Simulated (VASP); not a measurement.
# Al (Pm-3m) in VASP: notebook

The runs below take Al through single point, relaxation of cell and atoms, with LDA.

Everything below comes from runs of VASP 6.6.1. Logs are shortened: lines on timing, memory, paths and dates and some standing lists are left out, and cuts for length are marked.

## 1. The cell of the first run

Symmetry: Pm-3m, No. 221, cubic system. The conventional cell has a = 2.504 Å, b = 2.504 Å, c = 2.504 Å, α = 90.00°, β = 90.00°, γ = 90.00°. Al (site symmetry m-3m) has 6 Al at 2.50 Å within 3.3 Å.

## 2. Single point, LDA

INCAR reads:

```
SYSTEM = Al
  ALGO = Normal
  EDIFF = 1E-6
  ENCUT = 520
  ISIF = 2
  ISMEAR = 1
  LASPH = .True.
  LCHARG = .True.
  LELF = .True.
  LREAL = .False.
  LVHAR = .True.
  LWAVE = .False.
  NBANDS = 8
  NELM = 60
  PREC = Accurate
  SIGMA = 0.1
```

KPOINTS reads:

```
k-points
0
Gamma
  7 7 7
  0 0 0
```

POSCAR reads:

```
Al
1.0
    2.5035620288      0.0000000000      0.0000000000
    0.0000000000      2.5035620288      0.0000000000
    0.0000000000      0.0000000000      2.5035620288
Al
1
Direct
    0.0000000000      0.0000000000      0.0000000000
```

Potentials or basis: VASP PAW LDA potentials, release 64 (Al).

Command:

```sh
cat potpaw_LDA.64/Al/POTCAR > POTCAR
mpirun -np 1 vasp_std > vasp.out
```

OUTCAR:

```text
SYSTEM = Al
   EDIFF = 1E-6
   ENCUT = 520
   ISIF = 2
   ISMEAR = 1
   LASPH = .True.
   LREAL = .False.
   NELM = 60
   PREC = Accurate

 ion  position               nearest neighbor table
   1  0.000  0.000  0.000-

  LATTYP: Found a simple cubic cell.
 ALAT       =     2.5035620288

  Lattice vectors:

 A1 = (   2.5035620288,   0.0000000000,   0.0000000000)
 A2 = (   0.0000000000,   2.5035620288,   0.0000000000)
 A3 = (   0.0000000000,   0.0000000000,   2.5035620288)

Analysis of symmetry for initial positions (statically):
=====================================================================
 Subroutine PRICEL returns:
 Original cell was already a primitive cell.

 Routine SETGRP: Setting up the symmetry group for a
 simple cubic supercell.

 Subroutine GETGRP returns: Found 48 space group operations
 (whereof 48 operations were pure point group operations)
 out of a pool of 48 trial point group operations.

The static configuration has the point symmetry O_h .

Analysis of symmetry for dynamics (positions and initial velocities):
=====================================================================
 Subroutine PRICEL returns:
 Original cell was already a primitive cell.

 Routine SETGRP: Setting up the symmetry group for a
 simple cubic supercell.

 Subroutine GETGRP returns: Found 48 space group operations
 (whereof 48 operations were pure point group operations)
 out of a pool of 48 trial point group operations.

The dynamic configuration has the point symmetry O_h .

 Subroutine INISYM returns: Found 48 space group operations
 (whereof 48 operations are pure point group operations),
 and found     1 'primitive' translations

----------------------------------------------------------------------------------------

                                     Primitive cell

  volume of cell :      15.6919

  direct lattice vectors                    reciprocal lattice vectors
     2.503562029  0.000000000  0.000000000     0.399430886  0.000000000  0.000000000
     0.000000000  2.503562029  0.000000000     0.000000000  0.399430886  0.000000000
     0.000000000  0.000000000  2.503562029     0.000000000  0.000000000  0.399430886

  length of vectors
     2.503562029  2.503562029  2.503562029     0.399430886  0.399430886  0.399430886

  position of ions in fractional coordinates (direct lattice)
     0.000000000  0.000000000  0.000000000

  ion indices of the primitive-cell ions
   primitive index   ion index
                 1           1

----------------------------------------------------------------------------------------

 KPOINTS: k-points

Automatic generation of k-mesh.
 Grid dimensions read from file:
 generate k-points for:    7    7    7

 Generating k-lattice:

  Cartesian coordinates                     Fractional coordinates (reciprocal lattice)
     0.057061555  0.000000000  0.000000000     0.142857143  0.000000000  0.000000000
     0.000000000  0.057061555  0.000000000     0.000000000  0.142857143  0.000000000
     0.000000000  0.000000000  0.057061555     0.000000000  0.000000000  0.142857143

  Length of vectors
     0.057061555  0.057061555  0.057061555

  Shift w.r.t. Gamma in fractional coordinates (k-lattice)
     0.000000000  0.000000000  0.000000000

 Subroutine IBZKPT returns following result:
 ===========================================

 Found     20 irreducible k-points:

 Following reciprocal coordinates:
            Coordinates               Weight
  0.000000  0.000000  0.000000      1.000000
  0.142857  0.000000  0.000000      6.000000
  0.285714  0.000000  0.000000      6.000000
  0.428571  0.000000  0.000000      6.000000
  0.142857  0.142857  0.000000     12.000000
  0.285714  0.142857  0.000000     24.000000
[... 12 lines left out ...]
  0.428571  0.428571  0.285714     24.000000
  0.428571  0.428571  0.428571      8.000000
   k-points           NKPTS =     20   k-points in BZ     NKDIM =     20   number of bands    NBANDS=      8
   number of dos      NEDOS =    301   number of ions     NIONS =      1
   total plane-waves  NPLWV =   8000
   dimension x,y,z NGX =    20 NGY =   20 NGZ =   20
   dimension x,y,z NGXF=    40 NGYF=   40 NGZF=   40
   ions per type =               1
   NGX,Y,Z   is equivalent  to a cutoff of  13.28, 13.28, 13.28 a.u.
   NGXF,Y,Z  is equivalent  to a cutoff of  26.56, 26.56, 26.56 a.u.
 SYSTEM =  Al
   PREC   = accura    normal or accurate (medium, high low for compatibility)
   ISTART =      0    job   : 0-new  1-cont  2-samecut
   ICHARG =      2    charge: 1-file 2-atom 10-const
   ISPIN  =      1    spin polarized calculation?
   LNONCOLLINEAR =      F non collinear calculations
   LSORBIT =      F    spin-orbit coupling
   LASPH  =      T    aspherical Exc in radial PAW
   ENCUT  =  520.0 eV  38.22 Ry    6.18 a.u.   4.65  4.65  4.65*2*pi/ulx,y,z
   NELM   =     60;   NELMIN=  2; NELMDL= -5     # of ELM steps
   EDIFF  = 0.1E-05   stopping-criterion for ELM
   LREAL  =      F    real-space projection
   EDIFFG = 0.1E-04   stopping-criterion for IOM
   NSW    =      0    number of steps for IOM
   IBRION =     -1    ionic relax: 0-MD 1-quasi-New 2-CG
   NFREE  =      0    steps in history (QN), initial steepest desc. (CG)
   ISIF   =      2    stress and relaxation
   ISYM   =      2    0-nonsym 1-usesym 2-fastsym
   POTIM  = 0.5000    time-step for ionic-motion
   TEBEG  =    0.0;   TEEND  =   0.0 temperature during run
   PSTRESS=    0.0 pullay stress
   NELECT =       3.0000    total number of electrons
   NUPDOWN=      -1.0000    fix difference up-down
   EMIN   =  10.00;   EMAX   =-10.00  energy-range for DOS
   EFERMI =   0.00;   METHOD = LEGACY
   ISMEAR =     1;   SIGMA  =   0.10  broadening in eV -4-tet -1-fermi 0-gaus
   EFERMI_NEDOS =   21; number of points for ismear=-14 and -15
   IALGO  =     38    algorithm
   IMIX   =      4    mixing-type and parameters
     AMIX     =   0.40;   BMIX     =  1.00
     AMIX_MAG =   1.60;   BMIX_MAG =  1.00
  volume/ion in A,a.u.               =      15.69       105.89
  Fermi-wavevector in a.u.,A,eV,Ry     =   0.943098  1.782197 12.101486  0.889434
  Thomas-Fermi vector in A             =   2.070772
   LORBIT       =      0    0 simple, 1 ext, 2 COOP (PROOUT), +10 PAW based schemes
   GGA     = CA    functional components
   LHFCALC =     F    Hartree Fock is set to
   AEXX    =    0.0000 exact exchange contribution
   IVDW    =     0    specifies the selected vdW correction
   LEPSILON=     F    determine dielectric tensor
   LRPA    =     F    only Hartree local field effects (RPA)
 non-spin polarized calculation
 Methfessel and Paxton  Order N= 1 SIGMA  =   0.10
  energy-cutoff  :      520.00
  volume of cell :       15.69
 maximum number of plane-waves:       441
 NGX is ok and might be reduce to    20
   NGX =  9   NGY =  9   NGZ =  9

 number of electron       3.0000000 magnetization

 Free energy of the ion-electron system (eV)
  ---------------------------------------------------
  ext. energy  EPLUGINS =         0.00000000
  ---------------------------------------------------
  free energy    TOTEN  =        -3.62872809 eV

  energy without entropy =       -3.62734894  energy(sigma->0) =       -3.62826837

 E-fermi :   7.8843     XC(G=0): -10.4700

 val. band max:        7.8566389090   @ k =   0.4286   0.4286   0.1429
 cond. band min:       8.1631302935   @ k =   0.2857   0.0000   0.0000
 fundamental gap:      0.3064913845
 Fermi energy:         7.8842672833

 k-point     1 :       0.0000    0.0000    0.0000
  band No.  band energies     occupation
      1      -3.2116      2.00000
      2      16.4716      0.00000
      3      16.4716      0.00000
      4      18.9283      0.00000
      5      18.9283      0.00000
      6      18.9283      0.00000
      7      26.5687      0.00000
      8      35.3209      0.00000

 k-point     2 :       0.1429    0.0000    0.0000
  band No.  band energies     occupation
      1      -2.7343      2.00000
      2      12.6906      0.00000
      3      16.8692      0.00000
      4      19.3105      0.00000
      5      19.3105      0.00000
      6      21.8344      0.00000
      7      28.4325      0.00000
      8      32.5705      0.00000

 k-point     3 :       0.2857    0.0000    0.0000
  band No.  band energies     occupation
      1      -1.3154      2.00000
      2       8.1631     -0.00058
      3      17.9703      0.00000
      4      20.4603      0.00000
      5      20.4603      0.00000
      6      24.3316      0.00000
      7      28.5629      0.00000
      8      28.5629      0.00000

 k-point     4 :       0.4286    0.0000    0.0000
  band No.  band energies     occupation
      1       1.0012      2.00000
      2       4.2280      2.00000
      3      19.2649      0.00000
      4      22.3843      0.00000
      5      22.3843      0.00000
      6      25.1023      0.00000
      7      25.1023      0.00000
      8      26.3724      0.00000

 k-point     5 :       0.1429    0.1429    0.0000
  band No.  band energies     occupation
      1      -2.2587      2.00000
      2      12.4469      0.00000
      3      14.0264      0.00000
      4      19.6918      0.00000
      5      20.1861      0.00000
      6      24.6078      0.00000
      7      28.8091      0.00000
      8      29.7745      0.00000
[... 133 lines left out ...]
 k-point    18 :       0.4286    0.2857    0.2857
  band No.  band energies     occupation
      1       4.6416      2.00000
      2       7.6707      2.01006
      3      12.6727      0.00000
      4      15.6260      0.00000
      5      16.5596      0.00000
      6      18.5768      0.00000
      7      24.5523      0.00000
      8      27.7114      0.00000

 k-point    19 :       0.4286    0.4286    0.2857
  band No.  band energies     occupation
      1       6.8115      2.00000
      2       9.1073     -0.00000
      3      10.6651      0.00000
      4      13.1910      0.00000
      5      16.9527      0.00000
      6      18.4518      0.00000
      7      22.1069      0.00000
      8      24.0756      0.00000

 k-point    20 :       0.4286    0.4286    0.4286
  band No.  band energies     occupation
      1       8.8902     -0.00000
      2      11.0720      0.00000
      3      11.0720      0.00000
      4      14.2147      0.00000
      5      14.7311      0.00000
      6      14.7311      0.00000
      7      19.4803      0.00000
      8      20.4373      0.00000

------------------------ aborting loop because EDIFF is reached ----------------------------------------

  FORCE on cell =-STRESS in cart. coord.  units (eV):
  Direction    XX          YY          ZZ          XY          YZ          ZX
  --------------------------------------------------------------------------------------
  -------------------------------------------------------------------------------------
  Total        1.9740302      1.9740302      1.9740302      0.0000000      0.0000000     -0.0000000
  in kB      201.5530201    201.5530201    201.5530201      0.0000000      0.0000000     -0.0000000
  external PRESSURE =     201.5530201 kB  Pullay stress =       0.0000000 kB

 VOLUME and BASIS-vectors are now :
 -----------------------------------------------------------------------------
  energy-cutoff  :      520.00
  volume of cell :       15.69
      direct lattice vectors                 reciprocal lattice vectors
     2.503562029  0.000000000  0.000000000     0.399430886  0.000000000  0.000000000
     0.000000000  2.503562029  0.000000000     0.000000000  0.399430886  0.000000000
     0.000000000  0.000000000  2.503562029     0.000000000  0.000000000  0.399430886

 POSITION                                       TOTAL-FORCE (eV/Angst)
 -----------------------------------------------------------------------------------
      0.00000      0.00000      0.00000         0.000000      0.000000      0.000000
 -----------------------------------------------------------------------------------
    total drift:                               -0.000000      0.000000     -0.000000

  FREE ENERGIE OF THE ION-ELECTRON SYSTEM (eV)
  ---------------------------------------------------
  free  energy   TOTEN  =        -3.6287280929 eV

  energy  without entropy=       -3.6273489371  energy(sigma->0) =       -3.62826837
```

Run time: 3.2 s. Hardware: 1 thread of AMD EPYC 9R45 (Zen 5), shared host; peak memory 0.08 GiB.

What came out:

- Free energy: -3.6287 eV
- Pressure: 20.2 GPa

Levels at points of the mesh, in eV from the Fermi level:
```tsv
k point	band 1	band 2	band 3	band 4	band 5
(0.00, 0.00, 0.00)	-11.10	8.59	8.59	11.04	11.04
```

[end of part 1 of 2]
